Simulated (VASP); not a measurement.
Write the native input for VASP 6.6.1 that does the following.

```
Task                   : single point
Functional             : PBE
Dispersion             : D3(BJ)
Potentials or basis    : VASP PAW PBE potentials, release 64 (B, P)
Cutoff                 : 520 eV
k mesh                 : 10 × 10 × 10
Occupations            : gaussian, width 0.02 eV
Spin                   : no spin polarisation
Dipole correction      : no
Further INCAR settings : ALGO = Normal; EDIFF = 1e-06; NBANDS = 11
```

The structure of BP lies in POSCAR:

```
BP
1.0
    0.0000000000      2.2536458900      2.2536458900
    2.2536458900      0.0000000000      2.2536458900
    2.2536458900      2.2536458900      0.0000000000
B P
1 1
Direct
    0.0000000000      0.0000000000      0.0000000000
    0.7500000000      0.7500000000      0.7500000000
```

These files were run (other wordings do the same):

INCAR

```
SYSTEM = BP
PREC     = Accurate       ! precision mode
ENCUT    = 520            ! plane-wave cutoff, eV
EDIFF    = 1E-6           ! SCF threshold, eV
ISMEAR   = 0              ! smearing method
SIGMA    = 0.02           ! smearing width, eV
LREAL    = .FALSE.        ! projectors in reciprocal space
LASPH    = .TRUE.         ! aspherical terms in the spheres
NELM     = 80             ! most SCF steps
ALGO     = Normal         ! electronic algorithm
ISIF     = 2              ! what is computed and relaxed
LWAVE    = .FALSE.        ! write WAVECAR
LCHARG   = .FALSE.        ! write CHGCAR
GGA      = PE             ! functional
IVDW     = 12             ! dispersion correction
NBANDS   = 11             ! bands
```

KPOINTS

```
Automatic mesh
0
G
  10 10 10
  0 0 0
```

Potentials or basis: VASP PAW PBE potentials, release 64 (B, P).

The run is started by

```sh
$ cat potpaw_PBE.64/B/POTCAR potpaw_PBE.64/P/POTCAR > POTCAR
$ mpirun -np 1 vasp_std > vasp.out
```

It gave:

```json
{"Pressure": "-0.2 GPa", "Band gap on the k mesh": "1.21 eV, indirect (least direct gap 3.43 eV)", "Dispersion energy per atom": "-0.330 eV"}
```

Run time: 10 s on 1 thread of Intel Xeon 8259CL, with other jobs on the host, peak memory 0.15 GiB.
